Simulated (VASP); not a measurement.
# Pt (P-3m1) in VASP: single point with PBE

Aim: the single point of Pt with PBE.

Everything below comes from runs of VASP 6.6.1. Logs are shortened: lines on timing, memory, paths and dates and some standing lists are left out, and cuts for length are marked.

### 1 The cell of the first run

Symmetry: P-3m1, No. 164, trigonal system. The conventional cell has a = 2.807 Å, b = 2.807 Å, c = 13.453 Å, α = 90.00°, β = 90.00°, γ = 120.00°. Within 3.4 Å of Pt (site symmetry 3m) lie 12 Pt at 2.57 to 2.81 Å. Within 3.7 Å of Pt (site symmetry 3m) lie 12 Pt at 2.81 Å. Within 3.7 Å of Pt (site symmetry 3m) lie 12 Pt at 2.81 Å.

### 2 Single point, PBE (the distance across one plane changed)

Input file INCAR:

```
SYSTEM = Pt
PREC = Accurate
ENCUT = 520
EDIFF = 1E-6
ISMEAR = 0
SIGMA = 0.15
LREAL = .False.
LASPH = .True.
NELM = 60
ALGO = Fast
ISIF = 2
LWAVE = .False.
LCHARG = .False.
GGA = PE
NBANDS = 39
```

Input file KPOINTS:

```
Automatic mesh
0
Gamma
  24 24 5
  0 0 0
```

Input file POSCAR:

```
Pt
1.0
    1.9850550545     -1.9850550545      0.0000000000
    1.9850550545      0.0000000000     -1.9850550545
    7.7670151371      7.7670151371      7.7670151371
Pt
6
Direct
    0.6666666667      0.6666666667      0.0851746352
    0.0000000000      0.0000000000      0.9370913709
    0.3333333333      0.3333333333      0.2555579824
    0.6666666667      0.6666666667      0.5963246766
    0.0000000000      0.0000000000      0.4259413295
    0.3333333333      0.3333333333      0.7667080238
```

Potentials or basis: VASP PAW PBE potentials, release 64 (Pt).

Command:

```
> cat potpaw_PBE.64/Pt/POTCAR > POTCAR
> mpirun -np 1 vasp_std > vasp.out
```

OUTCAR:

```text
SYSTEM = Pt
   PREC = Accurate
   ENCUT = 520
   EDIFF = 1E-6
   ISMEAR = 0
   LREAL = .False.
   LASPH = .True.
   NELM = 60
   ISIF = 2
   GGA = PE

 ion  position               nearest neighbor table
   1  0.667  0.667  0.085-   2 2.57   2 2.57   2 2.57   3 2.81   3 2.81   3 2.81
   2  0.000  0.000  0.937-   1 2.57   1 2.57   1 2.57   6 2.81   6 2.81   6 2.81
   3  0.333  0.333  0.256-   5 2.81   5 2.81   5 2.81   1 2.81   1 2.81   1 2.81
   4  0.667  0.667  0.596-   5 2.81   5 2.81   5 2.81   6 2.81   6 2.81   6 2.81
   5  0.000  0.000  0.426-   3 2.81   4 2.81   4 2.81   4 2.81   3 2.81   3 2.81
   6  0.333  0.333  0.767-   2 2.81   2 2.81   2 2.81   4 2.81   4 2.81   4 2.81

  LATTYP: Found a hexagonal cell.
 ALAT       =     2.8072917801
 C/A-ratio  =     4.7921149258

  Lattice vectors:

 A1 = (  -1.9850550545,   0.0000000000,   1.9850550545)
 A2 = (   1.9850550545,  -1.9850550545,   0.0000000000)
 A3 = (   7.7670151371,   7.7670151371,   7.7670151371)

Analysis of symmetry for initial positions (statically):
=====================================================================
 Subroutine PRICEL returns:
 Original cell was already a primitive cell.

 Routine SETGRP: Setting up the symmetry group for a
 hexagonal supercell.

 Subroutine GETGRP returns: Found 12 space group operations
 (whereof  6 operations were pure point group operations)
 out of a pool of 24 trial point group operations.

The static configuration has the point symmetry C_3v.
 The point group associated with its full space group is D_3d.

Analysis of symmetry for dynamics (positions and initial velocities):
=====================================================================
 Subroutine PRICEL returns:
 Original cell was already a primitive cell.

 Routine SETGRP: Setting up the symmetry group for a
 hexagonal supercell.

 Subroutine GETGRP returns: Found 12 space group operations
 (whereof  6 operations were pure point group operations)
 out of a pool of 24 trial point group operations.

The dynamic configuration has the point symmetry C_3v.
 The point group associated with its full space group is D_3d.

 Subroutine INISYM returns: Found 12 space group operations
 (whereof  6 operations are pure point group operations),
 and found     1 'primitive' translations

----------------------------------------------------------------------------------------

                                     Primitive cell

  volume of cell :      91.8165

  direct lattice vectors                    reciprocal lattice vectors
     1.985055055 -1.985055055  0.000000000     0.167921455 -0.335842910  0.167921455
     1.985055055  0.000000000 -1.985055055     0.167921455  0.167921455 -0.335842910
     7.767015137  7.767015137  7.767015137     0.042916529  0.042916529  0.042916529

  length of vectors
     2.807291780  2.807291780 13.452864841     0.411321882  0.411321882  0.074333609

  position of ions in fractional coordinates (direct lattice)
     0.666666667  0.666666667  0.085174635
     0.000000000  0.000000000  0.937091371
     0.333333333  0.333333333  0.255557982
     0.666666667  0.666666667  0.596324677
     0.000000000  0.000000000  0.425941329
     0.333333333  0.333333333  0.766708024

  ion indices of the primitive-cell ions
   primitive index   ion index
                 1           1
                 2           2
                 3           3
                 4           4
                 5           5
                 6           6

----------------------------------------------------------------------------------------

 KPOINTS: Automatic mesh

Automatic generation of k-mesh.
 Grid dimensions read from file:
 generate k-points for:   24   24    5

 Generating k-lattice:

  Cartesian coordinates                     Fractional coordinates (reciprocal lattice)
     0.006996727 -0.013993455  0.006996727     0.041666667  0.000000000  0.000000000
     0.006996727  0.006996727 -0.013993455     0.000000000  0.041666667  0.000000000
     0.008583306  0.008583306  0.008583306     0.000000000  0.000000000  0.200000000

  Length of vectors
     0.017138412  0.017138412  0.014866722

  Shift w.r.t. Gamma in fractional coordinates (k-lattice)
     0.000000000  0.000000000  0.000000000

 Subroutine IBZKPT returns following result:
 ===========================================

 Found    279 irreducible k-points:

 Following reciprocal coordinates:
            Coordinates               Weight
  0.000000  0.000000  0.000000      1.000000
  0.041667  0.000000  0.000000      6.000000
  0.083333  0.000000  0.000000      6.000000
  0.125000  0.000000  0.000000      6.000000
  0.166667  0.000000  0.000000      6.000000
  0.208333  0.000000  0.000000      6.000000
[... 16 lines left out ...]
  0.458333  0.041667  0.000000     12.000000
  0.500000  0.041667 -0.000000     12.000000
 [... further k-points ...]
   k-points           NKPTS =    279   k-points in BZ     NKDIM =    279   number of bands    NBANDS=     39
   number of dos      NEDOS =    301   number of ions     NIONS =      6
   total plane-waves  NPLWV =  57600
   dimension x,y,z NGX =    24 NGY =   24 NGZ =  100
   dimension x,y,z NGXF=    48 NGYF=   48 NGZF=  200
   ions per type =               6
   NGX,Y,Z   is equivalent  to a cutoff of  14.21, 14.21, 12.36 a.u.
   NGXF,Y,Z  is equivalent  to a cutoff of  28.43, 28.43, 24.72 a.u.
 SYSTEM =  Pt
   PREC   = accura    normal or accurate (medium, high low for compatibility)
   ISTART =      0    job   : 0-new  1-cont  2-samecut
   ICHARG =      2    charge: 1-file 2-atom 10-const
   ISPIN  =      1    spin polarized calculation?
   LNONCOLLINEAR =      F non collinear calculations
   LSORBIT =      F    spin-orbit coupling
   LASPH  =      T    aspherical Exc in radial PAW
   ENCUT  =  520.0 eV  38.22 Ry    6.18 a.u.   5.22  5.22 25.01*2*pi/ulx,y,z
   NELM   =     60;   NELMIN=  2; NELMDL= -5     # of ELM steps
   EDIFF  = 0.1E-05   stopping-criterion for ELM
   LREAL  =      F    real-space projection
   EDIFFG = 0.1E-04   stopping-criterion for IOM
   NSW    =      0    number of steps for IOM
   IBRION =     -1    ionic relax: 0-MD 1-quasi-New 2-CG
   NFREE  =      0    steps in history (QN), initial steepest desc. (CG)
   ISIF   =      2    stress and relaxation
   ISYM   =      2    0-nonsym 1-usesym 2-fastsym
   POTIM  = 0.5000    time-step for ionic-motion
   TEBEG  =    0.0;   TEEND  =   0.0 temperature during run
   PSTRESS=    0.0 pullay stress
   NELECT =      60.0000    total number of electrons
   NUPDOWN=      -1.0000    fix difference up-down
   EMIN   =  10.00;   EMAX   =-10.00  energy-range for DOS
   EFERMI =   0.00;   METHOD = LEGACY
   ISMEAR =     0;   SIGMA  =   0.15  broadening in eV -4-tet -1-fermi 0-gaus
   EFERMI_NEDOS =   21; number of points for ismear=-14 and -15
   IALGO  =     68    algorithm
   IMIX   =      4    mixing-type and parameters
     AMIX     =   0.40;   BMIX     =  1.00
     AMIX_MAG =   1.60;   BMIX_MAG =  1.00
  volume/ion in A,a.u.               =      15.30       103.27
  Fermi-wavevector in a.u.,A,eV,Ry     =   1.420643  2.684627 27.459654  2.018228
  Thomas-Fermi vector in A             =   2.541537
   LORBIT       =      0    0 simple, 1 ext, 2 COOP (PROOUT), +10 PAW based schemes
   GGA     = PE    functional components
   LHFCALC =     F    Hartree Fock is set to
   AEXX    =    0.0000 exact exchange contribution
   IVDW    =     0    specifies the selected vdW correction
   LEPSILON=     F    determine dielectric tensor
   LRPA    =     F    only Hartree local field effects (RPA)
 non-spin polarized calculation
 RMM-DIIS sequential band-by-band and
 Gauss-broadening in eV      SIGMA  =   0.15
  energy-cutoff  :      520.00
  volume of cell :       91.82
 maximum number of plane-waves:      2494
 NGX is ok and might be reduce to    24
   NGX = 11   NGY = 11   NGZ = 51

 number of electron      59.9999995 magnetization

 Free energy of the ion-electron system (eV)
  ---------------------------------------------------
  ext. energy  EPLUGINS =         0.00000000
  ---------------------------------------------------
  free energy    TOTEN  =       -36.27945249 eV

  energy without entropy =      -36.15737877  energy(sigma->0) =      -36.21841563

 E-fermi :  10.9962     XC(G=0): -13.3946

 val. band max:       10.9944284112   @ k =   0.4167   0.0000   0.2000
 cond. band min:      10.9962338437   @ k =   0.2917   0.4167   0.4000
 fundamental gap:      0.0018054325
 Fermi energy:        10.9962122364

 k-point     1 :       0.0000    0.0000    0.0000
  band No.  band energies     occupation
      1       0.8044      2.00000
      2       1.9140      2.00000
      3       2.1787      2.00000
      4       3.4632      2.00000
      5       3.7750      2.00000
      6       3.9726      2.00000
[... 31 lines left out ...]
     38      21.1827      0.00000
     39      21.8567      0.00000

 k-point     2 :       0.0417    0.0000    0.0000
  band No.  band energies     occupation
      1       0.8645      2.00000
      2       1.9711      2.00000
      3       2.2347      2.00000
      4       3.5172      2.00000
      5       3.8322      2.00000
      6       4.0277      2.00000
[... 31 lines left out ...]
     38      21.2152      0.00000
     39      21.8815      0.00000

 k-point     3 :       0.0833    0.0000    0.0000
  band No.  band energies     occupation
      1       1.0425      2.00000
      2       2.1390      2.00000
      3       2.3989      2.00000
      4       3.6741      2.00000
      5       3.9989      2.00000
      6       4.1886      2.00000
[... 832 lines left out ...]
 k-point    23 :       0.4583    0.0417    0.0000
  band No.  band energies     occupation
      1       3.6467      2.00000
      2       3.8874      2.00000
      3       4.3238      2.00000
      4       4.4902      2.00000
      5       4.6984      2.00000
      6       4.8644      2.00000
[... 31 lines left out ...]
     38      17.3358      0.00000
     39      18.0559      0.00000

 k-point    24 :       0.5000    0.0417   -0.0000
  band No.  band energies     occupation
      1       3.6471      2.00000
      2       3.8352      2.00000
      3       4.2712      2.00000
      4       4.5602      2.00000
      5       4.6868      2.00000
      6       4.8122      2.00000
[... 31 lines left out ...]
     38      16.8750      0.00000
     39      17.9472      0.00000

 [... further k-points ...]

------------------------ aborting loop because EDIFF is reached ----------------------------------------

  FORCE on cell =-STRESS in cart. coord.  units (eV):
  Direction    XX          YY          ZZ          XY          YZ          ZX
  --------------------------------------------------------------------------------------
  -------------------------------------------------------------------------------------
  Total        4.5669114      4.5669114      4.5669114      0.8372054      0.8372054      0.8372054
  in kB       79.6916187     79.6916187     79.6916187     14.6090530     14.6090530     14.6090530
  external PRESSURE =      79.6916187 kB  Pullay stress =       0.0000000 kB

 VOLUME and BASIS-vectors are now :
 -----------------------------------------------------------------------------
  energy-cutoff  :      520.00
  volume of cell :       91.82
      direct lattice vectors                 reciprocal lattice vectors
     1.985055055 -1.985055055  0.000000000     0.167921455 -0.335842910  0.167921455
     1.985055055  0.000000000 -1.985055055     0.167921455  0.167921455 -0.335842910
     7.767015137  7.767015137  7.767015137     0.042916529  0.042916529  0.042916529

 POSITION                                       TOTAL-FORCE (eV/Angst)
 -----------------------------------------------------------------------------------
      3.30829     -0.66182     -0.66182         1.715041      1.715041      1.715041
      7.27840      7.27840      7.27840        -1.715041     -1.715041     -1.715041
      3.30829      1.32324      1.32324        -0.018793     -0.018793     -0.018793
      7.27840      3.30829      3.30829        -0.007423     -0.007423     -0.007423
      3.30829      3.30829      3.30829         0.007423      0.007423      0.007423
      7.27840      5.29335      5.29335         0.018793      0.018793      0.018793
 -----------------------------------------------------------------------------------
    total drift:                                0.000014      0.000014      0.000014

  FREE ENERGIE OF THE ION-ELECTRON SYSTEM (eV)
  ---------------------------------------------------
  free  energy   TOTEN  =       -36.2794524868 eV

  energy  without entropy=      -36.1573787655  energy(sigma->0) =      -36.21841563
```

It took 10 min on 1 thread of Intel Xeon 6975P-C (Granite Rapids), shared host; peak memory 0.74 GiB.

What came out:

| Item | Value |
| --- | --- |
| Free energy | -36.2795 eV |
| Pressure | 8.0 GPa |
| Largest force | 2.971 eV/Å |
| Band gap on the k mesh | zero (bands 30 and 31 overlap by 1.80 eV) |

Forces on the atoms (eV/Å):
```
Pt   1.715  1.715  1.715
Pt  -1.715 -1.715 -1.715
Pt  -0.019 -0.019 -0.019
Pt  -0.007 -0.007 -0.007
Pt   0.007  0.007  0.007
Pt   0.019  0.019  0.019
```

Levels at points of the mesh, in eV from the Fermi level:
| k point | band 26 | band 27 | band 28 | band 29 | band 30 | band 31 | band 32 | band 33 | band 34 | band 35 |
| --- | --- | --- | --- | --- | --- | --- | --- | --- | --- | --- |
| (0.00, 0.00, 0.00) | -1.70 | -1.70 | -1.54 | -1.54 | -0.91 | -0.91 | -0.71 | -0.71 | -0.16 | 0.12 |
| (0.50, 0.00, 0.00) | 0.06 | 0.08 | 0.20 | 0.21 | 0.43 | 0.53 | 1.82 | 2.36 | 2.42 | 2.87 |

Caveat: the cell differs from its parent crystal (the distance across one plane changed); the cell stands under pressure; spin-orbit coupling is left out, which moves the levels of the heavy elements; forces of over 1 eV/Å act on the atoms, so gaps and moduli don't describe the material at rest.
